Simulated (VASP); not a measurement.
Wanted: the native input for a VASP 6.6.1 run.

| Item | Value |
| --- | --- |
| Task | single point |
| Functional | BLYP |
| Potentials or basis | VASP PAW PBE potentials, release 64 (Fe) |
| Cutoff | 520 eV |
| k mesh | 16 × 16 × 5 |
| Occupations | fermi-dirac, width 0.05 eV |
| Spin | collinear spin, ferrimagnetic start |
| Starting moments | [1.44, -1.095, -0.94, -0.94] μB |
| Dipole correction | no |
| Further INCAR settings | ALGO = Normal; EDIFF = 1e-06; NBANDS = 28 |

The structure of Fe lies in POSCAR:

```
Fe
1.0
    2.5504220667      0.0000000000      0.0000000000
   -1.2752110334      2.2087303002      0.0000000000
    0.0000000000      0.0000000000      8.3576068157
Fe
4
Direct
    0.0000000000      0.0000000000      0.0000000000
    0.0000000000      0.0000000000      0.5000000000
    0.3333333333      0.6666666667      0.2500000000
    0.6666666667      0.3333333333      0.7500000000
```

This isn't the form of Fe at room conditions, which is bcc.

The input as run:

INCAR

```
SYSTEM = Fe
  AGGAC = 1.0
  AGGAX = 1.0
  ALDAC = 0.0
  ALDAX = 1.0
  ALGO = Normal
  EDIFF = 1E-6
  ENCUT = 520
  GGA = B5
  ISIF = 2
  ISMEAR = -1
  ISPIN = 2
  LASPH = .True.
  LCHARG = .False.
  LMAXMIX = 4
  LORBIT = 11
  LREAL = .False.
  LWAVE = .False.
  MAGMOM = 1.44 -1.095 -0.94 -0.94
  NBANDS = 28
  NELM = 150
  PREC = Accurate
  SIGMA = 0.05
```

KPOINTS

```
k-points
0
Gamma
  16 16 5
  0 0 0
```

Potentials or basis: VASP PAW PBE potentials, release 64 (Fe).

Command:

```console
$ cat potpaw_PBE.64/Fe/POTCAR > POTCAR
$ mpirun -np 1 vasp_std > vasp.out
```

It gave:

```
Pressure                                              : -2.9 GPa
Largest force                                         : 0.324 eV/Å
Net moment                                            : -3.59 μB per cell
Site moments                                          : Fe +1.99, -2.22, -1.67 (each value once) μB
Valence electrons inside the program's atomic spheres : Fe 7.22, 7.24, 7.25 (each value once)
```

Caveat: the stress differs along the axes, from -5 to 1 GPa; the PAW data sets were made with another functional, which shifts forces and pressure a little.

Wall time 22 min on 1 thread of Oxide Virtual Turin-like Processor (shared host), peak memory 0.32 GiB.
